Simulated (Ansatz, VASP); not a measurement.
Ti2B in VASP and in Ansatz

File INCAR:

```
ALGO = Normal ; EDIFF = 1E-6
ENCUT = 520 ; GGA = PE
ISIF = 2 ; ISMEAR = -1
LASPH = T ; LCHARG = F
LREAL = F ; LWAVE = F
NBANDS = 36 ; NELM = 100
PREC = Accurate ; SIGMA = 0.1
```

KPOINTS

```
k-points
0
Gamma
  6 6 6
```

The input POSCAR:

```
Ti2B
1.0
   -2.8290690000      2.8290690000      2.3682650000
    2.8290690000     -2.8290690000      2.3682650000
    2.8290690000      2.8290690000     -2.3682650000
Ti B
4 2
Direct
    0.6644000000      0.1644000000      0.8288000000
    0.3356000000      0.8356000000      0.1712000000
    0.8356000000      0.6644000000      0.5000000000
    0.1644000000      0.3356000000      0.5000000000
    0.7500000000      0.7500000000      0.0000000000
    0.2500000000      0.2500000000      0.0000000000
```

Input for Ansatz:

```yaml
crystal:
  lattice:
    - [-2.829069, 2.829069, 2.368265]
    - [2.829069, -2.829069, 2.368265]
    - [2.829069, 2.829069, -2.368265]
  atoms:
    - { symbol: Ti, position: [0.6644, 0.16439999999999996, 0.8288] }
    - { symbol: Ti, position: [0.3356, 0.8356, 0.1712] }
    - { symbol: Ti, position: [0.8356, 0.6644, 0.5] }
    - { symbol: Ti, position: [0.1644, 0.3356, 0.5] }
    - { symbol: B, position: [0.75, 0.75, 0.0] }
    - { symbol: B, position: [0.25, 0.25, 0.0] }
basis:
  ecutwfc: 470.0
kpoints:
  mp_grid:
    grid: [6, 6, 6]
hamiltonian:
  xc: pbe
scf:
  occupations:
    method: fermi_dirac
output:
  stress: true
```

Alike in both runs: task single point; functional PBE; k mesh 6 × 6 × 6; no spin polarisation.

```csv
,VASP,Ansatz
version,VASP 6.6.1,Ansatz 0.2.0
potentials or method,"VASP PAW PBE potentials, release 64 (Ti_sv, B), cutoff 520 eV","plane waves, PAW"
occupations,"fermi-dirac, width 0.1 eV",fermi-dirac
valence electrons in the cell,54,54
```

Ansatz gave:

| Property | Result |
| --- | --- |
| pressure (GPa) | 0.8 |
| traceless stress, the component that is largest in VASP (GPa) | 0.90 |

Problem. What did VASP give for the same quantities?

Solution. Pressure (GPa): 0.7; traceless stress, the component that is largest in VASP (GPa): 0.87.
